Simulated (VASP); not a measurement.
The system is Na.

```xyz
1
Lattice="0.0000 2.6616 2.6616 2.6616 0.0000 2.6616 2.6616 2.6616 0.0000" Properties=species:S:1:pos:R:3 pbc="T T T"
Na    0.0000    0.0000    0.0000
```

- Program: VASP 6.6.1
- Task: relaxation of cell and atoms
- Functional: LDA
- Potentials or basis: VASP PAW LDA potentials, release 64 (Na_pv)
- Cutoff: 600 eV
- k mesh: 10 × 10 × 10
- Occupations: fermi-dirac, width 0.1 eV
- Spin: no spin polarisation

At the start: pressure -0.9 GPa; volume 37.71 Å³/atom.

Q: How do energy, volume and symmetry change on relaxing?

A: Over 3 steps the energy falls by 13.5 meV/atom and the volume is 33.32 Å³/atom (-11.6 %); space group Fm-3m (No. 225, to 0.05 Å).

The path:
```csv
step,energy change (eV),largest force (eV/Å),pressure (GPa),volume (Å³)
1,0.0000,0.0000,-0.89,37.71
2,-0.0057,0.0000,-0.72,36.58
3,-0.0135,0.0000,-0.04,33.32
```

Final structure:
```
Na
1.0
     0.00000    2.55401    2.55401
     2.55401    0.00000    2.55401
     2.55401    2.55401    0.00000
Na
1
Direct
  0.00000 0.00000 0.00000
```
